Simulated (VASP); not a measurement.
Set up this calculation in VASP 6.6.1, as the native input.

```yaml
Task: relaxation of cell and atoms
Functional: PBE
Potentials_or_basis: VASP PAW PBE potentials, release 64 (K_sv, Ta_sv_GW, O)
Cutoff: 700 eV
k_mesh: 2 × 2 × 2
Occupations: gaussian, width 0.15 eV
Spin: no spin polarisation
Dipole_correction: no
Further_INCAR_settings: ALGO = Normal; EDIFF = 1e-07; IBRION = 2; EDIFFG = -0.08; NSW = 36; ISIF = 3
```

The structure of K3TaO3 lies in POSCAR:

```
K3TaO3
1.0
    4.6650000000     -5.6450000000      0.0000000000
    4.6650000000      5.6450000000      0.0000000000
    0.0000000000      0.0000000000      5.5200000000
K Ta O
6 2 6
Direct
    0.3830000000      0.6170000000      0.7500000000
    0.9160000000      0.6640000000      0.7500000000
    0.3360000000      0.0840000000      0.7500000000
    0.6170000000      0.3830000000      0.2500000000
    0.6640000000      0.9160000000      0.2500000000
    0.0840000000      0.3360000000      0.2500000000
    0.7900000000      0.2100000000      0.7500000000
    0.2100000000      0.7900000000      0.2500000000
    0.0570000000      0.3050000000      0.7500000000
    0.6950000000      0.9430000000      0.7500000000
    0.6170000000      0.3830000000      0.7500000000
    0.3050000000      0.0570000000      0.2500000000
    0.9430000000      0.6950000000      0.2500000000
    0.3830000000      0.6170000000      0.2500000000
```

One way to write it, as run:

INCAR

```
SYSTEM = K3TaO3
ALGO = Normal ; EDIFF = 1E-7
EDIFFG = -0.08 ; ENCUT = 700
GGA = PE ; GGA_COMPAT = .FALSE.
IBRION = 2 ; ISIF = 3
ISMEAR = 0 ; LASPH = .TRUE.
LCHARG = .FALSE. ; LREAL = .FALSE.
LWAVE = .FALSE. ; NELM = 120
NELMIN = 4 ; NSW = 36
PREC = Accurate ; SIGMA = 0.15
```

KPOINTS

```
k-points
0
G
  2 2 2
  0 0 0
```

Potentials or basis: VASP PAW PBE potentials, release 64 (K_sv, Ta_sv_GW, O).

The run is started by

```sh
$ cat potpaw_PBE.64/K_sv/POTCAR potpaw_PBE.64/Ta_sv_GW/POTCAR potpaw_PBE.64/O/POTCAR > POTCAR
$ mpirun -np 1 vasp_std > vasp.out
```

Results of the run:

```
Relaxed volume                        : 23.33 Å³/atom
Relaxed cell                          : a = 7.457 Å, b = 7.457 Å, c = 6.007 Å, α = 90.00°, β = 90.00°, γ = 102.03°
Space group after relaxing (to 0.1 Å) : Cmcm (No. 63)
Energy gained by relaxing             : 112.6 meV/atom
Ionic steps                           : 18
Pressure after relaxing               : -0.4 GPa
Largest force after relaxing          : 0.069 eV/Å
Band gap on the k mesh                : 1.82 eV (least direct gap 1.84 eV)
```

Caveat: the k points lie up to 0.52 Å⁻¹ apart in the final cell; spin-orbit coupling is left out, which moves the levels of the heavy elements; the relaxation stopped at a loose force limit of 0.08 eV/Å, so its end isn't a converged minimum.

Wall time 49 min on 1 thread of Intel(R) Xeon(R) 6975P-C (Granite Rapids) (shared host), peak memory 0.61 GiB.
